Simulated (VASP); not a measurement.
The system is BaTiO3.

```xyz
5
Lattice="4.0782 0.0000 0.0000 0.0000 4.0782 0.0000 0.0000 0.0000 4.0968" Properties=species:S:1:pos:R:3 pbc="T T T"
Ba    0.0000    0.0000    0.0000
Ti    2.0391    2.0391    2.0074
O     0.0000    2.0391    2.1180
O     2.0391    0.0000    2.1180
O     2.0391    2.0391    0.0778
```

Base run:

```yaml
Program: VASP 6.6.1
Functional: PBE
Dispersion: D3(BJ)
Potentials_or_basis: VASP PAW PBE potentials, release 64 (Ba_sv, Ti_sv, O_h)
Cutoff: 910 eV
k_mesh: 7 × 7 × 7
Occupations: fermi-dirac, width 0.05 eV
Spin: no spin polarisation
```

Its results: band gap on the k mesh 1.74 eV (least direct gap 1.98 eV); pressure -8.2 GPa; largest force 0.622 eV/Å.

**Question.** The run is repeated on the same cell with these changes: dispersion from D3(BJ) to none. What comes out?

**Answer.** Band gap on the k mesh 1.74 eV (least direct gap 1.98 eV); pressure -5.3 GPa; largest force 0.621 eV/Å.

Dispersion adds attraction, which lowers the pressure at fixed volume and, as a term added to the energy, leaves the levels alone.

Caveats: the cutoff is under 1.25 times the usual one of these potentials, so pressure, stress and relaxed cells hold a basis-set (Pulay) error; the cell stands under tension; spin-orbit coupling is left out, which moves the levels of the heavy elements; an odd mesh through Γ misses points on the zone boundary, where band edges can lie.
